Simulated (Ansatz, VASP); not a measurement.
# One calculation of Cd3Ga2O, two programs

```
CELL_PARAMETERS angstrom
4.76372 0.00000 0.00000
-2.38186 4.12550 0.00000
0.00000 0.00000 5.86843
ATOMIC_POSITIONS crystal
Cd 0.00000 0.00000 0.50000
Cd 0.33333 0.66667 0.00000
Cd 0.33333 0.66667 0.50000
Ga 0.66667 0.33333 0.23315
Ga 0.66667 0.33333 0.76685
O 0.00000 0.00000 0.00000
```

Change from the starting cell: species swapped into the Ce2NiGe3 type (P-6m2, No. 187).

Alike in both runs: functional PBE; k mesh 12 × 12 × 6; occupations gaussian, width 0.1 eV; no spin polarisation.

Ansatz relaxed the structure, and its values are those at the end. VASP's run is a single point on that final structure, the one shown.

|  | VASP | Ansatz |
| --- | --- | --- |
| version | VASP 6.6.1 | Ansatz 0.2.0 |
| potentials or method | VASP PAW PBE potentials, release 64 (Cd, Ga_d, O), cutoff 520 eV | scalar-relativistic, plane waves, PAW |
| valence electrons in the cell | 68 | 92 |

VASP gave:

* gap on the k mesh at the Fermi level (eV): none
* pressure (GPa): 0.3

Q: Estimate Ansatz's values.

A: gap on the k mesh at the Fermi level (eV): none; pressure (GPa): 0.0.

A gap of «none» marks a metal or a gap that the smearing closes. With one functional, cell and mesh, what is left measures potentials, basis and numerics. VASP's potentials hold 68 valence electrons a cell and Ansatz's 92, so a difference there can come from the potentials and not from the codes.
